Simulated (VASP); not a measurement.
Here is a VASP 6.6.1 calculation.

INCAR

```
SYSTEM = Ag
PREC = Accurate
ENCUT = 600
EDIFF = 1E-6
ISMEAR = 0
SIGMA = 0.1
LREAL = .False.
LASPH = .True.
NELM = 100
ALGO = Normal
ISIF = 3
LWAVE = .False.
LCHARG = .False.
GGA = PE
IBRION = 2
NSW = 100
EDIFFG = -0.01
```

The input KPOINTS:

```
Automatic mesh
0
Gamma
  12 12 16
  0 0 0
```

The input POSCAR:

```
Ag
1.0
    5.5657942195      0.0000000000      0.0000000000
   -2.7828971097      4.8201191863      0.0000000000
    0.0000000000      0.0000000000      2.7637076617
Ag
4
Direct
    0.5000000000      0.0000000000      0.0000000000
    0.0000000000      0.5000000000      0.0000000000
    0.5000000000      0.5000000000      0.0000000000
    0.0000000000      0.0000000000      0.5000000000
```

Potentials or basis: VASP PAW PBE potentials, release 64 (Ag).

The run is started by

```console
$ cat potpaw_PBE.64/Ag/POTCAR > POTCAR
$ mpirun -np 1 vasp_std > vasp.out
```

Estimate the relaxed cell.

a = 5.534 Å, b = 5.534 Å, c = 2.800 Å, α = 90.00°, β = 90.00°, γ = 120.00°.

Estimate the band gap on the k mesh.

zero (band 22 reaches 10.37 eV, above the bottom of band 23 at 4.48 eV).

Estimate the space group after relaxing (to 0.05 Å).

P6/mmm (No. 191).

Estimate the relaxed volume.

18.57 Å³/atom.

Step by step:
| step | energy change (eV) | largest force (eV/Å) | pressure (GPa) | volume (Å³) |
| --- | --- | --- | --- | --- |
| 1 | 0.0000 | 0.0000 | 0.21 | 74.14 |
| 2 | -0.0085 | 0.0000 | -0.08 | 74.39 |
| 3 | -0.0086 | 0.0000 | -0.14 | 74.42 |
| 4 | -0.0086 | 0.0000 | -0.12 | 74.42 |
| 5 | -0.0087 | 0.0000 | 0.05 | 74.26 |
